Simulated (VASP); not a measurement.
# TiSi16 (a cell with a defect) in VASP: a series of runs, part 2 of 2

VASP 6.6.1. The steps go on from the part before.

## 3. Single point, PBE

File INCAR:

```
ALGO = Normal ; EDIFF = 1E-6
ENCUT = 520 ; GGA = PE
ISIF = 2 ; ISMEAR = -1
LASPH = True ; LCHARG = False
LREAL = Auto ; LWAVE = False
NBANDS = 52 ; NELM = 100
PREC = Accurate ; SIGMA = 0.02
```

File KPOINTS:

```
k-points
0
Gamma
  2 2 2
```

File POSCAR:

```
TiSi16
1.0
    0.0000000000      5.4300000000      5.4300000000
    5.4300000000      0.0000000000      5.4300000000
    5.4300000000      5.4300000000      0.0000000000
Si Ti
16 1
Direct
   -0.0173296501      0.0000368324      0.0078084715
    0.1060405157      0.1478268877      0.1418600368
   -0.0294290976     -0.0161141805      0.5439594843
    0.1261049724      0.1237108656      0.6140607735
   -0.0142909761      0.5351565378     -0.0157458564
    0.1236740331      0.6335082873      0.1108747698
    0.0086187845      0.5106813996      0.5074401473
    0.1244290976      0.6022559853      0.6387937385
    0.4886832413     -0.0179834254      0.0579097606
    0.6398802947      0.1617403315      0.1165469613
    0.4893186004     -0.0082688766      0.4797053407
    0.5904051565      0.0700368324      0.6737200737
    0.4980939227      0.5661418048     -0.0605248619
    0.6322559853      0.6227716390      0.1175598527
    0.5072099448      0.4628637201      0.5086832413
    0.6549539595      0.6116758748      0.6042357274
    0.4181215470      0.3723388582      0.8472928177
```

Potentials or basis: VASP PAW PBE potentials, release 64 (Si, Ti_sv).

Run with:

```
> cat potpaw_PBE.64/Si/POTCAR potpaw_PBE.64/Ti_sv/POTCAR > POTCAR
> mpirun -np 1 vasp_std > vasp.out
```

OUTCAR:

```text
EDIFF = 1E-6
   ENCUT = 520
   GGA = PE
   ISIF = 2
   ISMEAR = -1
   LASPH = True
   LREAL = Auto
   NELM = 100
   PREC = Accurate

 ion  position               nearest neighbor table
   1  0.983  0.000  0.008-  10 2.18   6 2.30   4 2.47   2 2.54
   2  0.106  0.148  0.142-   9 2.42   5 2.44   3 2.53   1 2.54  17 2.94
   3  0.971  0.984  0.544-   4 2.32  12 2.40   8 2.40   2 2.53
   4  0.126  0.124  0.614-  11 2.28   3 2.32   7 2.44   1 2.47
   5  0.986  0.535  0.984-   8 2.19  14 2.23   6 2.28   2 2.44  17 2.71
   6  0.124  0.634  0.111-   5 2.28   1 2.30  13 2.38   7 2.49  17 2.86
   7  0.009  0.511  0.507-   8 2.13  16 2.23   4 2.44   6 2.49
   8  0.124  0.602  0.639-   7 2.13   5 2.19  15 2.40   3 2.40  17 2.75
   9  0.489  0.982  0.058-  14 2.29   2 2.42  12 2.45  10 2.49  17 2.51
  10  0.640  0.162  0.117-   1 2.18  11 2.34   9 2.49  13 2.56  17 2.69
  11  0.489  0.992  0.480-   4 2.28  10 2.34  12 2.39  16 2.40
  12  0.590  0.070  0.674-  11 2.39   3 2.40   9 2.45  15 2.48  17 2.68
  13  0.498  0.566  0.939-  16 2.15  17 2.34  14 2.36   6 2.38  10 2.56
  14  0.632  0.623  0.118-   5 2.23   9 2.29  13 2.36  15 2.46
  15  0.507  0.463  0.509-  17 2.15   8 2.40  14 2.46  16 2.47  12 2.48
  16  0.655  0.612  0.604-  13 2.15   7 2.23  11 2.40  15 2.47  17 2.59
  17  0.418  0.372  0.847-  15 2.15  13 2.34   9 2.51  16 2.59  12 2.68  10 2.69   5 2.71   8 2.75
                             6 2.86   2 2.94

  LATTYP: Found a face centered cubic cell.
 ALAT       =    10.8600000000

  Lattice vectors:

 A1 = (   0.0000000000,   5.4300000000,   5.4300000000)
 A2 = (   5.4300000000,   0.0000000000,   5.4300000000)
 A3 = (   5.4300000000,   5.4300000000,   0.0000000000)

Analysis of symmetry for initial positions (statically):
=====================================================================
 Subroutine PRICEL returns:
 Original cell was already a primitive cell.

 Routine SETGRP: Setting up the symmetry group for a
 face centered cubic supercell.

 Subroutine GETGRP returns: Found  1 space group operations
 (whereof  1 operations were pure point group operations)
 out of a pool of 48 trial point group operations.

[... 152 lines left out ...]
   GGA     = PE    functional components
   LHFCALC =     F    Hartree Fock is set to
   AEXX    =    0.0000 exact exchange contribution
   IVDW    =     0    specifies the selected vdW correction
   LEPSILON=     F    determine dielectric tensor
   LRPA    =     F    only Hartree local field effects (RPA)
 non-spin polarized calculation
  energy-cutoff  :      520.00
  volume of cell :      320.21
 maximum number of plane-waves:      8646
 NGX is ok and might be reduce to    60
   NGX = 29   NGY = 29   NGZ = 29

 number of electron      76.0000001 magnetization

 Free energy of the ion-electron system (eV)
  ---------------------------------------------------
  ext. energy  EPLUGINS =         0.00000000
  ---------------------------------------------------
  free energy    TOTEN  =       -89.23309363 eV

  energy without entropy =      -89.21505292  energy(sigma->0) =      -89.22407328

 E-fermi :   6.8494     XC(G=0):  -9.7635

 val. band max:        6.8491254418   @ k =   0.5000   0.5000   0.0000
 cond. band min:       6.8503985579   @ k =   0.0000   0.5000   0.5000
 fundamental gap:      0.0012731161
 Fermi energy:         6.8494332308

 k-point     1 :       0.0000    0.0000    0.0000
  band No.  band energies     occupation
      1     -49.7676      2.00000
      2     -26.1936      2.00000
      3     -26.1812      2.00000
      4     -26.1273      2.00000
      5      -5.7832      2.00000
      6      -3.6743      2.00000
[... 413 lines left out ...]
     49       9.7319      0.00000
     50      10.2659      0.00000
 [bands above 50 left out]

------------------------ aborting loop because EDIFF is reached ----------------------------------------

  FORCE on cell =-STRESS in cart. coord.  units (eV):
  Direction    XX          YY          ZZ          XY          YZ          ZX
  --------------------------------------------------------------------------------------
  -------------------------------------------------------------------------------------
  Total       13.3405482     12.2047109      8.3849979      3.4829902      3.3495575     -4.0960999
  in kB       66.7505388     61.0672825     41.9550318     17.4274300     16.7597885    -20.4951755
  external PRESSURE =      56.5909510 kB  Pullay stress =       0.0000000 kB

 VOLUME and BASIS-vectors are now :
 -----------------------------------------------------------------------------
  energy-cutoff  :      520.00
  volume of cell :      320.21
      direct lattice vectors                 reciprocal lattice vectors
     0.000000000  5.430000000  5.430000000    -0.092081031  0.092081031  0.092081031
     5.430000000  0.000000000  5.430000000     0.092081031 -0.092081031  0.092081031
     5.430000000  5.430000000  0.000000000     0.092081031  0.092081031 -0.092081031

 POSITION                                       TOTAL-FORCE (eV/Angst)
 -----------------------------------------------------------------------------------
      0.04260      5.37830      5.33610        -1.027268      0.941264      2.875892
      1.57300      1.34610      1.37850        -0.423047      0.084255     -1.263855
      8.29620      8.22390     10.61270        -0.726301     -0.807534      0.516966
      4.00610      4.01910      1.35650         1.583739      0.037851     -0.702544
      8.25040     10.69690      8.25830        -0.336217      1.628798     -0.873085
      4.04200      1.27360      4.11150         1.029336      0.952931     -0.060587
[... 9 lines left out ...]
      6.60240      6.83740      6.87780        -0.706775     -2.051587      1.001486
      6.62260      6.87120      4.29220         2.093610      0.966641     -3.733541
 -----------------------------------------------------------------------------------
    total drift:                               -0.000864     -0.007931      0.006286

  FREE ENERGIE OF THE ION-ELECTRON SYSTEM (eV)
  ---------------------------------------------------
  free  energy   TOTEN  =       -89.2330936327 eV

  energy  without entropy=      -89.2150529234  energy(sigma->0) =      -89.22407328
```

It took 1.9 min on 1 thread of Intel Xeon 6975P-C (Granite Rapids), shared host; peak memory 0.5 GiB.

What came out:

```
Free energy            : -89.2331 eV
Pressure               : 5.7 GPa
Largest force          : 4.425 eV/Å
Band gap on the k mesh : zero (band 38 reaches 6.86 eV, above the bottom of band 39 at 6.69 eV)
```

Forces on the atoms (eV/Å):
```
Si  -1.027  0.941  2.876
Si  -0.423  0.084 -1.264
Si  -0.726 -0.808  0.517
Si   1.584  0.038 -0.703
Si  -0.336  1.629 -0.873
Si   1.029  0.953 -0.061
Si  -3.461 -1.087 -1.157
Si   0.915  0.258  2.763
Si   0.327 -0.515  0.514
Si   0.763 -1.529 -1.267
Si  -0.038  0.749  0.301
Si  -0.246  0.364  0.630
Si   2.322  2.602 -0.232
Si   0.777 -0.145 -1.653
Si  -2.845 -2.449  2.343
Si  -0.707 -2.052  1.001
Ti   2.094  0.967 -3.734
```

Stress tensor (GPa, compression positive):
```
 6.68  1.74 -2.05
 1.74  6.11  1.68
-2.05  1.68  4.20
```

Levels at points of the mesh, in eV from the Fermi level:
```csv
k point,band 34,band 35,band 36,band 37,band 38,band 39,band 40,band 41,band 42,band 43
"(0.00, 0.00, 0.00)",-0.99,-0.91,-0.66,-0.32,-0.26,-0.16,-0.12,0.10,0.15,0.61
"(0.50, 0.00, 0.00)",-1.92,-1.14,-0.75,-0.25,-0.09,0.06,0.46,0.70,0.93,1.18
"(0.00, 0.50, 0.00)",-1.99,-1.27,-0.60,-0.26,-0.11,0.11,0.19,0.46,0.67,0.96
"(0.00, 0.00, 0.50)",-1.46,-1.35,-1.06,-0.58,0.00,0.04,0.33,0.62,0.90,0.96
"(0.50, 0.50, 0.50)",-1.53,-1.44,-0.90,-0.42,-0.10,0.07,0.41,0.54,0.91,1.09
"(0.50, 0.50, 0.00)",-1.93,-1.71,-1.15,-0.69,0.00,0.40,0.63,1.05,1.20,1.50
"(0.00, 0.50, 0.50)",-1.87,-1.65,-1.37,-0.76,0.00,0.41,0.72,1.17,1.30,1.44
"(0.50, 0.00, 0.50)",-1.88,-1.73,-1.34,-0.64,0.01,0.37,0.85,0.99,1.02,1.53
```

Caveat: the k points lie up to 0.50 Å⁻¹ apart.

## 4. Single point, PBE

File INCAR:

```
SYSTEM = TiSi16
  PREC = Accurate
  ENCUT = 520
  EDIFF = 1E-6
  ISMEAR = -1
  SIGMA = 0.02
  LREAL = Auto
  LASPH = .TRUE.
  NELM = 100
  ALGO = Normal
  ISIF = 2
  LWAVE = .FALSE.
  LCHARG = .FALSE.
  GGA = PE
  NBANDS = 52
```

File KPOINTS:

```
Automatic mesh
0
G
  2 2 2
  0 0 0
```

File POSCAR:

```
TiSi16
1.0
    0.0000000000      5.4300000000      5.4300000000
    5.4300000000      0.0000000000      5.4300000000
    5.4300000000      5.4300000000      0.0000000000
Si Ti
16 1
Direct
    0.0244843462      0.0025690608      0.0100276243
    0.2093646409      0.0322375691      0.1910036832
    0.0038858195     -0.0229281768      0.5593554328
    0.1211049724      0.1613627993      0.6500736648
   -0.0067679558      0.4013167587      0.0111878453
    0.0571639042      0.6218600368      0.0960220994
   -0.0334898711      0.5278176796      0.4622744015
    0.0734990792      0.6154511971      0.6435543278
    0.5795027624     -0.0343093923     -0.0210128913
    0.6625046041      0.1412523020      0.0970902394
    0.5274401473      0.0232228361      0.4725598527
    0.6394198895      0.1800460405      0.5802854512
    0.4225230203      0.5683057090      0.0335727440
    0.6362891344      0.6159944751      0.1257366483
    0.4534162063      0.5294567219      0.4861786372
    0.6085543278      0.6705432781      0.5947790055
    0.3886187845      0.3558195212      0.8790791897
```

Run with:

```
> cat potpaw_PBE.64/Si/POTCAR potpaw_PBE.64/Ti_sv/POTCAR > POTCAR
> mpirun -np 1 vasp_std > vasp.out
```

Run time: 1.8 min. Hardware: 1 thread of Intel Xeon 6975P-C (Granite Rapids), shared host; peak memory 0.49 GiB.

It converged, with:

```yaml
Free_energy: -89.4529 eV
Pressure: 0.9 GPa
Largest_force: 2.673 eV/Å
Band_gap_on_the_k_mesh: zero (band 38 reaches 6.81 eV, above the bottom of band 39 at 6.64 eV)
```

Forces in eV/Å, atoms in the order of the input:
```
Si  -0.069  1.414 -0.088
Si  -0.286 -1.415 -0.491
Si   0.775 -0.038  0.690
Si  -1.941 -0.460  0.528
Si  -0.137  0.263 -0.222
Si   0.717  0.044  1.210
Si  -0.268  1.220 -0.209
Si  -0.243  0.033  0.475
Si   0.112 -0.714  1.118
Si   1.106 -0.522 -0.201
Si   1.723 -1.405  0.106
Si  -1.655  1.794 -1.088
Si  -1.719 -0.618 -0.122
Si  -0.625  0.466 -0.630
Si   1.048 -0.368  1.107
Si   0.242  0.575 -2.489
Ti   1.219 -0.270  0.307
```

Stress tensor (GPa, compression positive):
```
 1.67 -1.71 -0.43
-1.71 -0.01 -1.15
-0.43 -1.15  1.09
```

Levels at points of the mesh, in eV from the Fermi level:
```
           k point  band 35  band 36  band 37  band 38  band 39  band 40  band 41  band 42
(0.00, 0.00, 0.00)    -0.86    -0.54    -0.33    -0.29    -0.11     0.00     0.21     0.38
(0.50, 0.00, 0.00)    -1.07    -0.72    -0.23    -0.17     0.10     0.30     0.76     0.82
(0.00, 0.50, 0.00)    -0.92    -0.82    -0.21    -0.02     0.07     0.38     0.51     0.67
(0.00, 0.00, 0.50)    -1.15    -0.89    -0.18    -0.17     0.03     0.18     0.56     0.60
(0.50, 0.50, 0.50)    -0.77    -0.65    -0.45    -0.11     0.03     0.36     0.50     0.76
(0.50, 0.50, 0.00)    -1.24    -1.11    -0.51     0.01     0.75     0.83     0.91     1.02
(0.00, 0.50, 0.50)    -1.21    -1.14    -0.44    -0.22     0.51     0.80     0.93     1.24
(0.50, 0.00, 0.50)    -1.26    -1.21    -0.68     0.06     0.52     0.75     0.88     1.11
```

Caveat: the k points lie up to 0.50 Å⁻¹ apart.
